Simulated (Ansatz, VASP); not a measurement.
**Sb: VASP beside Ansatz**

```
Sb
1.0
     3.36900    0.00000    0.00000
    -1.68450    2.91764    0.00000
     0.00000    0.00000    5.33000
Sb
2
Cartesian
  0.0000 1.9451 1.3325
  1.6845 0.9725 3.9975
```

Alike in both runs: task single point; functional PBE; k mesh 12 × 12 × 7; occupations methfessel-paxton of order 1, width 0.2 eV; no spin polarisation.

|  | VASP | Ansatz |
| --- | --- | --- |
| version | VASP 6.6.1 | Ansatz 0.2.0 |
| potentials or method | VASP PAW PBE potentials, release 64 (Sb), cutoff 520 eV | all-electron LAPW, scalar-relativistic |

```tsv
	VASP	Ansatz	Ansatz less VASP
pressure (GPa)	2.9	3.0	+0.14
traceless stress, the component that is largest in VASP (GPa)	-0.76	-0.76	+0.005
```

Ansatz ran all-electron here, and VASP with PAW potentials.

Neither program's run includes spin-orbit coupling.
